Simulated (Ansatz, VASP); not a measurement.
# Two plane-wave programs on Ca3Fe

File INCAR:

```
  PREC = Accurate
  ENCUT = 520
  EDIFF = 1E-6
  ISMEAR = 0
  SIGMA = 0.1
  LREAL = False
  LASPH = True
  NELM = 150
  ALGO = Normal
  ISIF = 2
  LWAVE = False
  LCHARG = False
  ISPIN = 2
  MAGMOM = 0 0 0 4
  LORBIT = 11
  LMAXMIX = 4
  GGA = PE
  NBANDS = 31
```

KPOINTS

```
regular mesh
0
Gamma
  4 4 4
```

Contents of POSCAR:

```
Ca3Fe
1.0
    4.5365722341      0.0000000000      0.0000000000
    0.0000000000      4.5365722341      0.0000000000
    0.0000000000      0.0000000000      4.5365722341
Ca Fe
3 1
Direct
    0.0000000000      0.5000000000      0.5000000000
    0.5000000000      0.0000000000      0.5000000000
    0.5000000000      0.5000000000      0.0000000000
    0.0000000000      0.0000000000      0.0000000000
```

Input for Ansatz:

```yaml
crystal:
  lattice:
    - [4.5365722341, 0.0, 0.0]
    - [0.0, 4.5365722341, 0.0]
    - [0.0, 0.0, 4.5365722341]
  atoms:
    - { symbol: Ca, position: [0.0, 0.5, 0.5] }
    - { symbol: Ca, position: [0.5, 0.0, 0.5] }
    - { symbol: Ca, position: [0.5, 0.5, 0.0] }
    - { symbol: Fe, position: [0.0, 0.0, 0.0], spin: 4.0 }
basis:
  ecutwfc: 420
kpoints:
  mp_grid: { grid: [4, 4, 4] }
hamiltonian:
  xc: pbe
scf:
  occupations: { method: gaussian, width: 0.1 }
  lower_state_search: "off"
output:
  forces: true
  stress: true
  eigenvalues: true
  populations: true
magnetization:
  spin_polarized: true
```

Alike in both runs: task single point; functional PBE; k mesh 4 × 4 × 4; occupations gaussian, width 0.1 eV; collinear spin.

|  | VASP | Ansatz |
| --- | --- | --- |
| version | VASP 6.6.1 | Ansatz 0.2.0 |
| potentials or method | VASP PAW PBE potentials, release 64 (Ca_sv, Fe), cutoff 520 eV | scalar-relativistic, plane waves, PAW |
| valence electrons in the cell | 38 | 46 |

VASP gave:

| Property | Result |
| --- | --- |
| gap on the k mesh at the Fermi level (eV) | none |
| pressure (GPa) | 9.4 |
| net moment per atom (μB) | 0.39 |
| size of the moment on the site where the two differ most (μB) | 2.30 |

Question: What did Ansatz give for the same quantities?

Answer: gap on the k mesh at the Fermi level (eV): none; pressure (GPa): 9.3; net moment per atom (μB): 0.40; size of the moment on the site where the two differ most (μB): 2.37.

Site moments also hang on the region over which each program counts them. A gap of «none» marks a metal or a gap that the smearing closes. VASP's potentials hold 38 valence electrons a cell and Ansatz's 46, so a difference there can come from the potentials and not from the codes.
